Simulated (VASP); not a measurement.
A run of VASP 6.6.1:

Contents of INCAR:

```
PREC = Accurate
ENCUT = 520
EDIFF = 1E-6
ISMEAR = 0
SIGMA = 0.15
LREAL = False
LASPH = True
NELM = 60
ALGO = Normal
ISIF = 2
LWAVE = False
LCHARG = False
GGA = CA
NBANDS = 12
```

File KPOINTS:

```
Automatic mesh
0
Gamma
  24 24 24
```

POSCAR

```
Cu
1.0
   -1.4174234560      1.4174234560      1.4144468668
    1.4174234560     -1.4174234560      1.4144468668
    1.4174234560      1.4174234560     -1.4144468668
Cu
1
Direct
    0.0000000000      0.0000000000      0.0000000000
```

Potentials or basis: VASP PAW LDA potentials, release 64 (Cu).

Command:

```bash
$ cat potpaw_LDA.64/Cu/POTCAR > POTCAR
$ mpirun -np 1 vasp_std > vasp.out
```

Hardware: 1 thread of Intel(R) Xeon(R) 6975P-C (Granite Rapids) (shared host).

Q: How long does it take, and how much memory?

A: Wall time 40 s on 1 thread of Intel(R) Xeon(R) 6975P-C (Granite Rapids), with other jobs on the host, peak memory 0.24 GiB. Counts: scf iterations 12, k points 1063.
